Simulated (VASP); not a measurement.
Cu6H, 14 atoms in the cell. The cell holds a slab with vacuum, 14 atoms: a = 5.133 Å, b = 5.133 Å, c = 21.529 Å, α = 90.00°, β = 90.00°, γ = 90.00°. 

```yaml
Program: VASP 6.6.1
Task: single point
Functional: PBE
Potentials_or_basis: VASP PAW PBE potentials, release 64 (Cu, H)
Cutoff: 520 eV
k_mesh: 5 × 5 × 1
Occupations: gaussian, width 0.1 eV
Spin: no spin polarisation
Dipole_correction: yes
Further_INCAR_settings: ALGO = Fast; EDIFF = 1e-07; NBANDS = 80
```

Potentials or basis: VASP PAW PBE potentials, release 64 (Cu, H).

Command:

```bash
$ cat potpaw_PBE.64/Cu/POTCAR potpaw_PBE.64/H/POTCAR > POTCAR
$ mpirun -np 1 vasp_std > vasp.out
```

Hardware: 1 thread of Oxide Virtual Turin-like Processor, on a shared host.

How long does it take, and how much memory?

Wall time 30 min on 1 thread of Oxide Virtual Turin-like Processor, on a shared host, peak memory 0.69 GiB. Counts: scf iterations 31, k points 9.
